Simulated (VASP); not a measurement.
# CdS (t.b) (P6_3mc) in VASP: single point with PBE

Aim: the single point of CdS (t.b) with PBE.

All numbers are computed with VASP 6.6.1; they aren't measurements. Logs are shortened: lines on timing, memory, paths and dates and some standing lists are left out, and cuts for length are marked.

## Step 1: The cell of the first run

The structure is hexagonal, space group P6_3mc (No. 186). Conventional cell: a = 4.197 Å, b = 4.197 Å, c = 6.830 Å, α = 90.00°, β = 90.00°, γ = 120.00°. Cd (site symmetry 3m) has 4 S at 2.57 Å within 3.4 Å. S (site symmetry 3m) has 4 Cd at 2.57 Å within 3.4 Å.

## Step 2: Single point, PBE

File INCAR:

```
SYSTEM = CdS
PREC     = Accurate       ! precision mode
ENCUT    = 500            ! plane-wave cutoff, eV
EDIFF    = 1E-6           ! SCF threshold, eV
ISMEAR   = 0              ! smearing method
SIGMA    = 0.02           ! smearing width, eV
LREAL    = .FALSE.        ! projectors in reciprocal space
LASPH    = .TRUE.         ! aspherical terms in the spheres
NELM     = 120            ! most SCF steps
ALGO     = Normal         ! electronic algorithm
ISIF     = 2              ! what is computed and relaxed
LWAVE    = .FALSE.        ! write WAVECAR
LCHARG   = .TRUE.         ! write CHGCAR
GGA      = PE             ! functional
LELF     = .TRUE.         ! ELF
LVHAR    = .TRUE.       
NBANDS   = 26             ! bands
GGA_COMPAT= .FALSE.
```

File KPOINTS:

```
regular mesh
0
G
  9 9 4
  0 0 0
```

File POSCAR:

```
CdS
1.0
    4.1968524136      0.0000000000      0.0000000000
   -2.0984262068      3.6345808061      0.0000000000
    0.0000000000      0.0000000000      6.8296508592
Cd S
2 2
Direct
    0.3333333333      0.6666666667      0.0002179908
    0.6666666667      0.3333333333      0.5002179908
    0.3333333333      0.6666666667      0.3767820092
    0.6666666667      0.3333333333      0.8767820092
```

Potentials or basis: VASP PAW PBE potentials, release 64 (Cd, S).

Command:

```bash
> cat potpaw_PBE.64/Cd/POTCAR potpaw_PBE.64/S/POTCAR > POTCAR
> mpirun -np 1 vasp_std > vasp.out
```

OUTCAR:

```text
SYSTEM = CdS
   PREC = Accurate
   ENCUT = 500
   EDIFF = 1E-6
   ISMEAR = 0
   LREAL = .FALSE.
   LASPH = .TRUE.
   NELM = 120
   ISIF = 2
   GGA = PE

 ion  position               nearest neighbor table
   1  0.333  0.667  0.000-   4 2.57   4 2.57   4 2.57   3 2.57
   2  0.667  0.333  0.500-   3 2.57   3 2.57   3 2.57   4 2.57
   3  0.333  0.667  0.377-   2 2.57   2 2.57   2 2.57   1 2.57
   4  0.667  0.333  0.877-   1 2.57   1 2.57   1 2.57   2 2.57

  LATTYP: Found a hexagonal cell.
 ALAT       =     4.1968524136
 C/A-ratio  =     1.6273269074

  Lattice vectors:

 A1 = (   4.1968524136,   0.0000000000,   0.0000000000)
 A2 = (  -2.0984262068,   3.6345808061,   0.0000000000)
 A3 = (   0.0000000000,   0.0000000000,   6.8296508592)

Analysis of symmetry for initial positions (statically):
=====================================================================
 Subroutine PRICEL returns:
 Original cell was already a primitive cell.

 Routine SETGRP: Setting up the symmetry group for a
 hexagonal supercell.

 Subroutine GETGRP returns: Found 12 space group operations
 (whereof  6 operations were pure point group operations)
 out of a pool of 24 trial point group operations.

The static configuration has the point symmetry C_3v.
 The point group associated with its full space group is C_6v.

Analysis of symmetry for dynamics (positions and initial velocities):
=====================================================================
 Subroutine PRICEL returns:
 Original cell was already a primitive cell.

 Routine SETGRP: Setting up the symmetry group for a
 hexagonal supercell.

 Subroutine GETGRP returns: Found 12 space group operations
 (whereof  6 operations were pure point group operations)
 out of a pool of 24 trial point group operations.

The dynamic configuration has the point symmetry C_3v.
 The point group associated with its full space group is C_6v.

 Subroutine INISYM returns: Found 12 space group operations
 (whereof  6 operations are pure point group operations),
 and found     1 'primitive' translations

----------------------------------------------------------------------------------------

                                     Primitive cell

  volume of cell :     104.1781

  direct lattice vectors                    reciprocal lattice vectors
     4.196852414  0.000000000  0.000000000     0.238273807  0.137567446  0.000000000
    -2.098426207  3.634580806  0.000000000     0.000000000  0.275134893  0.000000000
     0.000000000  0.000000000  6.829650859     0.000000000  0.000000000  0.146420369

  length of vectors
     4.196852414  4.196852414  6.829650859     0.275134893  0.275134893  0.146420369

  position of ions in fractional coordinates (direct lattice)
     0.333333333  0.666666667  0.000217991
     0.666666667  0.333333333  0.500217991
     0.333333333  0.666666667  0.376782009
     0.666666667  0.333333333  0.876782009

  ion indices of the primitive-cell ions
   primitive index   ion index
                 1           1
                 2           2
                 3           3
                 4           4

----------------------------------------------------------------------------------------

 KPOINTS: regular mesh

Automatic generation of k-mesh.
 Grid dimensions read from file:
 generate k-points for:    9    9    4

 Generating k-lattice:

  Cartesian coordinates                     Fractional coordinates (reciprocal lattice)
     0.026474867  0.015285272  0.000000000     0.111111111  0.000000000  0.000000000
     0.000000000  0.030570544  0.000000000     0.000000000  0.111111111  0.000000000
     0.000000000  0.000000000  0.036605092     0.000000000  0.000000000  0.250000000

  Length of vectors
     0.030570544  0.030570544  0.036605092

  Shift w.r.t. Gamma in fractional coordinates (k-lattice)
     0.000000000  0.000000000  0.000000000

 Subroutine IBZKPT returns following result:
 ===========================================

 Found     36 irreducible k-points:

 Following reciprocal coordinates:
            Coordinates               Weight
  0.000000  0.000000  0.000000      1.000000
  0.111111 -0.000000  0.000000      6.000000
  0.222222 -0.000000  0.000000      6.000000
  0.333333  0.000000  0.000000      6.000000
  0.444444 -0.000000  0.000000      6.000000
  0.111111  0.111111  0.000000      6.000000
[... 16 lines left out ...]
  0.333333  0.222222  0.250000     24.000000
  0.333333  0.333333  0.250000      4.000000
 [... further k-points ...]
   k-points           NKPTS =     36   k-points in BZ     NKDIM =     36   number of bands    NBANDS=     26
   number of dos      NEDOS =    301   number of ions     NIONS =      4
   total plane-waves  NPLWV =  51200
   dimension x,y,z NGX =    32 NGY =   32 NGZ =   50
   dimension x,y,z NGXF=    64 NGYF=   64 NGZF=  100
   ions per type =               2   2
   NGX,Y,Z   is equivalent  to a cutoff of  12.68, 12.68, 12.17 a.u.
   NGXF,Y,Z  is equivalent  to a cutoff of  25.35, 25.35, 24.34 a.u.
 SYSTEM =  CdS
   PREC   = accura    normal or accurate (medium, high low for compatibility)
   ISTART =      0    job   : 0-new  1-cont  2-samecut
   ICHARG =      2    charge: 1-file 2-atom 10-const
   ISPIN  =      1    spin polarized calculation?
   LNONCOLLINEAR =      F non collinear calculations
   LSORBIT =      F    spin-orbit coupling
   LASPH  =      T    aspherical Exc in radial PAW
   ENCUT  =  500.0 eV  36.75 Ry    6.06 a.u.   7.65  7.65 12.45*2*pi/ulx,y,z
   NELM   =    120;   NELMIN=  2; NELMDL= -5     # of ELM steps
   EDIFF  = 0.1E-05   stopping-criterion for ELM
   LREAL  =      F    real-space projection
   EDIFFG = 0.1E-04   stopping-criterion for IOM
   NSW    =      0    number of steps for IOM
   IBRION =     -1    ionic relax: 0-MD 1-quasi-New 2-CG
   NFREE  =      0    steps in history (QN), initial steepest desc. (CG)
   ISIF   =      2    stress and relaxation
   ISYM   =      2    0-nonsym 1-usesym 2-fastsym
   POTIM  = 0.5000    time-step for ionic-motion
   TEBEG  =    0.0;   TEEND  =   0.0 temperature during run
   PSTRESS=    0.0 pullay stress
   NELECT =      36.0000    total number of electrons
   NUPDOWN=      -1.0000    fix difference up-down
   EMIN   =  10.00;   EMAX   =-10.00  energy-range for DOS
   EFERMI =   0.00;   METHOD = LEGACY
   ISMEAR =     0;   SIGMA  =   0.02  broadening in eV -4-tet -1-fermi 0-gaus
   EFERMI_NEDOS =   21; number of points for ismear=-14 and -15
   IALGO  =     38    algorithm
   IMIX   =      4    mixing-type and parameters
     AMIX     =   0.40;   BMIX     =  1.00
     AMIX_MAG =   1.60;   BMIX_MAG =  1.00
  volume/ion in A,a.u.               =      26.04       175.76
  Fermi-wavevector in a.u.,A,eV,Ry     =   1.148815  2.170946 17.956646  1.319776
  Thomas-Fermi vector in A             =   2.285488
   LORBIT       =      0    0 simple, 1 ext, 2 COOP (PROOUT), +10 PAW based schemes
   GGA     = PE    functional components
   LHFCALC =     F    Hartree Fock is set to
   AEXX    =    0.0000 exact exchange contribution
   IVDW    =     0    specifies the selected vdW correction
   LEPSILON=     F    determine dielectric tensor
   LRPA    =     F    only Hartree local field effects (RPA)
 non-spin polarized calculation
 Gauss-broadening in eV      SIGMA  =   0.02
  energy-cutoff  :      500.00
  volume of cell :      104.18
 maximum number of plane-waves:      2677
 NGX is ok and might be reduce to    32
   NGX = 15   NGY = 15   NGZ = 25

 number of electron      36.0000000 magnetization

 Free energy of the ion-electron system (eV)
  ---------------------------------------------------
  ext. energy  EPLUGINS =         0.00000000
  ---------------------------------------------------
  free energy    TOTEN  =       -12.29941740 eV

  energy without entropy =      -12.29941740  energy(sigma->0) =      -12.29941740

 E-fermi :   1.0055     XC(G=0):  -8.9181

 val. band max:        0.9091242569   @ k =   0.0000   0.0000   0.0000
 cond. band min:       2.0216076924   @ k =   0.0000   0.0000   0.0000
 fundamental gap:      1.1124834355
 Fermi energy:         1.0055452839

 k-point     1 :       0.0000    0.0000    0.0000
  band No.  band energies     occupation
      1     -11.1777      2.00000
      2     -10.7904      2.00000
      3      -6.6380      2.00000
      4      -6.6324      2.00000
      5      -6.6324      2.00000
      6      -6.5582      2.00000
[... 18 lines left out ...]
     25       8.4573      0.00000
     26       8.4602      0.00000

 k-point     2 :       0.1111   -0.0000    0.0000
  band No.  band energies     occupation
      1     -11.1381      2.00000
      2     -10.7728      2.00000
      3      -6.6262      2.00000
      4      -6.6163      2.00000
      5      -6.6000      2.00000
      6      -6.5395      2.00000
[... 18 lines left out ...]
     25       8.3790      0.00000
     26       8.7106      0.00000

 k-point     3 :       0.2222   -0.0000    0.0000
  band No.  band energies     occupation
      1     -11.0345      2.00000
      2     -10.7312      2.00000
      3      -6.5919      2.00000
      4      -6.5798      2.00000
      5      -6.5143      2.00000
      6      -6.4791      2.00000
[... 18 lines left out ...]
     25       8.6454      0.00000
     26       9.3834      0.00000

 k-point     4 :       0.3333    0.0000    0.0000
  band No.  band energies     occupation
      1     -10.9079      2.00000
      2     -10.6921      2.00000
      3      -6.5617      2.00000
      4      -6.5481      2.00000
      5      -6.4342      2.00000
      6      -6.4155      2.00000
[... 18 lines left out ...]
     25       9.2154      0.00000
     26       9.5926      0.00000
[... 496 lines left out ...]
      1     -10.8190      2.00000
      2     -10.7010      2.00000
      3      -6.5369      2.00000
      4      -6.5144      2.00000
      5      -6.4397      2.00000
      6      -6.4195      2.00000
[... 18 lines left out ...]
     25       8.8292      0.00000
     26       9.8419      0.00000

 k-point    23 :       0.3333    0.2222    0.2500
  band No.  band energies     occupation
      1     -10.7484      2.00000
      2     -10.6895      2.00000
      3      -6.5347      2.00000
      4      -6.4868      2.00000
      5      -6.4277      2.00000
      6      -6.3920      2.00000
[... 18 lines left out ...]
     25       9.4283      0.00000
     26      10.0510      0.00000

 k-point    24 :       0.3333    0.3333    0.2500
  band No.  band energies     occupation
      1     -10.7051      2.00000
      2     -10.7051      2.00000
      3      -6.5385      2.00000
      4      -6.4456      2.00000
      5      -6.4456      2.00000
      6      -6.3846      2.00000
[... 18 lines left out ...]
     25      10.1650      0.00000
     26      10.1965      0.00000

 [... further k-points ...]

------------------------ aborting loop because EDIFF is reached ----------------------------------------

  FORCE on cell =-STRESS in cart. coord.  units (eV):
  Direction    XX          YY          ZZ          XY          YZ          ZX
  --------------------------------------------------------------------------------------
  -------------------------------------------------------------------------------------
  Total        0.1705289      0.1705289      0.1728500      0.0000000      0.0000000      0.0000000
  in kB        2.6226003      2.6226003      2.6582962      0.0000000      0.0000000      0.0000000
  external PRESSURE =       2.6344990 kB  Pullay stress =       0.0000000 kB

 VOLUME and BASIS-vectors are now :
 -----------------------------------------------------------------------------
  energy-cutoff  :      500.00
  volume of cell :      104.18
      direct lattice vectors                 reciprocal lattice vectors
     4.196852414  0.000000000  0.000000000     0.238273807  0.137567446  0.000000000
    -2.098426207  3.634580806  0.000000000     0.000000000  0.275134893  0.000000000
     0.000000000  0.000000000  6.829650859     0.000000000  0.000000000  0.146420369

 POSITION                                       TOTAL-FORCE (eV/Angst)
 -----------------------------------------------------------------------------------
     -0.00000      2.42305      0.00149         0.000000      0.000000      0.000262
      2.09843      1.21153      3.41631        -0.000000     -0.000000      0.000262
     -0.00000      2.42305      2.57329        -0.000000      0.000000     -0.000262
      2.09843      1.21153      5.98812         0.000000     -0.000000     -0.000262
 -----------------------------------------------------------------------------------
    total drift:                               -0.000000      0.000000     -0.000299

  FREE ENERGIE OF THE ION-ELECTRON SYSTEM (eV)
  ---------------------------------------------------
  free  energy   TOTEN  =       -12.2994173961 eV

  energy  without entropy=      -12.2994173961  energy(sigma->0) =      -12.29941740
```

It took 1.7 min on 1 thread of Intel Xeon 8259CL, shared host; peak memory 0.26 GiB.

What came out:

| Quantity | Value |
| --- | --- |
| Free energy | -12.2994 eV |
| Pressure | 0.3 GPa |
| Band gap on the k mesh | 1.11 eV, direct |
